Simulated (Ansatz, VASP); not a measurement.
Two plane-wave programs on HfB2

```xyz
3
Lattice="3.1400 0.0000 0.0000 -1.5700 2.7193 0.0000 0.0000 0.0000 3.4800" Properties=species:S:1:pos:R:3 pbc="T T T"
Hf    0.0000    0.0000    0.0000
B     0.0000    1.8129    1.7400
B     1.5700    0.9064    1.7400
```

Alike in both runs: task single point; functional PBE; k mesh 15 × 15 × 12; occupations gaussian, width 0.1 eV; no spin polarisation.

|  | VASP | Ansatz |
| --- | --- | --- |
| version | VASP 6.6.1 | Ansatz 0.2.0 |
| potentials or method | VASP PAW PBE potentials, release 64 (Hf_pv, B), cutoff 520 eV | scalar-relativistic, plane waves, PAW |
| valence electrons in the cell | 16 | 32 |

```tsv
	VASP	Ansatz	Ansatz less VASP
gap on the k mesh at the Fermi level (eV)	none	none	-
pressure (GPa)	1.0	1.3	+0.37
traceless stress, the component that is largest in VASP (GPa)	0.20	0.00	-0.206
```

A gap of «none» marks a metal or a gap that the smearing closes. VASP's potentials hold 16 valence electrons a cell and Ansatz's 32, so a difference there can come from the potentials and not from the codes.

Neither program's run includes spin-orbit coupling.
